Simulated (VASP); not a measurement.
Wanted: the native input for a VASP 6.6.1 run.

| Property | Result |
| --- | --- |
| Task | single point |
| Functional | LDA |
| Potentials or basis | VASP PAW LDA potentials, release 64 (Zn, S) |
| Cutoff | 520 eV |
| k mesh | 6 × 6 × 4 |
| Occupations | gaussian, width 0.01 eV |
| Spin | no spin polarisation |
| Dipole correction | no |
| Further INCAR settings | ALGO = Normal; EDIFF = 1e-07; NBANDS = 26 |

The structure of ZnS lies in POSCAR:

```
ZnS
1.0
    3.8129970854      0.0000000000      0.0000000000
   -1.9064985427      3.3021523405      0.0000000000
    0.0000000000      0.0000000000      6.0677734370
Zn S
2 2
Direct
    0.3333333333      0.6666666667      0.0025775125
    0.6666666667      0.3333333333      0.5025775125
    0.3333333333      0.6666666667      0.3824224875
    0.6666666667      0.3333333333      0.8824224875
```

This cell differs from its parent crystal: film at in-plane strain +0.02.

These files were run (other wordings do the same):

INCAR

```
PREC = Accurate
ENCUT = 520
EDIFF = 1E-7
ISMEAR = 0
SIGMA = 0.01
LREAL = False
LASPH = True
NELM = 100
ALGO = Normal
ISIF = 2
LWAVE = False
LCHARG = False
GGA = CA
NBANDS = 26
```

KPOINTS

```
regular mesh
0
Gamma
  6 6 4
```

Potentials or basis: VASP PAW LDA potentials, release 64 (Zn, S).

Command:

```sh
$ cat potpaw_LDA.64/Zn/POTCAR potpaw_LDA.64/S/POTCAR > POTCAR
$ mpirun -np 1 vasp_std > vasp.out
```

Results of the run:

* Pressure: -1.9 GPa
* Band gap on the k mesh: 2.12 eV, direct

Caveat: the cell differs from its parent crystal (film at in-plane strain +0.02).

Wall time 47 s on 1 thread of Intel Xeon 6975P-C, on a shared host, peak memory 0.18 GiB.
